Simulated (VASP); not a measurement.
AlCu3, 4 atoms in the cell. It takes space group R-3m (No. 166, trigonal). Conventional cell: a = 3.741 Å, b = 3.741 Å, c = 10.993 Å, α = 90.00°, β = 90.00°, γ = 120.00°. Within 3.1 Å of Al (site symmetry -3m) lie 14 Cu at 2.35 to 2.83 Å. Within 3.1 Å of Cu (site symmetry -3m) lie 8 Cu at 2.35 to 2.75 Å and 6 Al at 2.83 Å. Within 3.1 Å of Cu (site symmetry 3m) lie 4 Al at 2.35 to 2.75 Å and 10 Cu at 2.35 to 2.83 Å. 

```yaml
Program: VASP 6.6.1
Task: single point
Functional: LDA
Potentials_or_basis: VASP PAW LDA potentials, release 64 (Al, Cu)
Cutoff: 520 eV
k_mesh: 14 × 14 × 14
Occupations: gaussian, width 0.15 eV
Spin: no spin polarisation
Dipole_correction: no
Further_INCAR_settings: ALGO = Fast; EDIFF = 1e-06; NBANDS = 26
```

Potentials or basis: VASP PAW LDA potentials, release 64 (Al, Cu).

Launch:

```sh
$ cat potpaw_LDA.64/Al/POTCAR potpaw_LDA.64/Cu/POTCAR > POTCAR
$ mpirun -np 1 vasp_std > vasp.out
```

Hardware: 1 thread of Intel(R) Xeon(R) 6975P-C (Granite Rapids), with other jobs on the host.

Problem. Estimate the wall time of this run.

Solution. It took 5.8 min on 1 thread of Intel(R) Xeon(R) 6975P-C (Granite Rapids), with other jobs on the host, peak memory 0.37 GiB. Counts: scf iterations 16, k points 288.
